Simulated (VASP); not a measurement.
**Al3B2Sb: single point with PBE**

The system is Al3B2Sb.

```xyz
6
Lattice="4.6584 0.0000 0.0000 -2.3292 4.0343 0.0000 0.0000 0.0000 5.1182" Properties=species:S:1:pos:R:3 pbc="T T T"
Al    1.1636    0.0000    0.0000
Al   -0.5818    1.0077    0.0000
Al    1.7474    3.0265    0.0000
B     0.0000    2.6895    2.5591
B     2.3292    1.3448    2.5591
Sb    0.0000    0.0000    2.5591
```

```json
{
  "Program": "VASP 6.6.1",
  "Task": "single point",
  "Functional": "PBE",
  "Potentials or basis": "VASP PAW PBE potentials, release 64 (Al, B, Sb)",
  "Cutoff": "520 eV",
  "k mesh": "6 × 6 × 4",
  "Occupations": "gaussian, width 0.1 eV",
  "Spin": "no spin polarisation",
  "Dipole correction": "no",
  "Further INCAR settings": "ALGO = Normal; EDIFF = 1e-06; NBANDS = 19"
}
```

```json
{
 "Pressure": "20.0 GPa",
 "Largest force": "13.755 eV/Å",
 "Band gap on the k mesh": "zero (band 10 reaches 8.15 eV, above the bottom of band 11 at 5.74 eV)"
}
```

Forces on the atoms (eV/Å):
```
Al   13.755   0.000   0.000
Al   -6.877  11.912   0.000
Al   -6.877 -11.912   0.000
B     0.000   0.000   0.000
B     0.000   0.000   0.000
Sb    0.000   0.000   0.000
```

Stress tensor (GPa, compression positive):
```
29.94  0.00  0.00
 0.00 29.94  0.00
 0.00  0.00  0.27
```

Levels at points of the mesh, in eV from the Fermi level:
```csv
k point,band 6,band 7,band 8,band 9,band 10,band 11,band 12,band 13,band 14,band 15
"(0.00, 0.00, 0.00)",-3.76,-3.00,-2.23,-2.23,-0.61,0.13,0.53,0.53,1.95,2.79
"(0.50, 0.00, 0.00)",-5.13,-4.04,-2.31,-1.11,-0.17,0.24,1.98,2.20,2.35,2.91
"(0.00, 0.00, 0.50)",-3.04,-2.70,-1.68,-1.68,-1.53,-1.53,-0.48,0.08,0.68,0.74
"(0.50, 0.00, 0.50)",-4.61,-3.24,-2.48,0.75,0.88,1.79,2.22,3.04,3.23,3.30
```

Run time: 17 s on 1 thread of Intel(R) Xeon(R) 6975P-C (Granite Rapids), with other jobs on the host, peak memory 0.23 GiB.

Caveat: spin-orbit coupling is left out, which moves the levels of the heavy elements; forces of over 1 eV/Å act on the atoms, so gaps and moduli don't describe the material at rest.
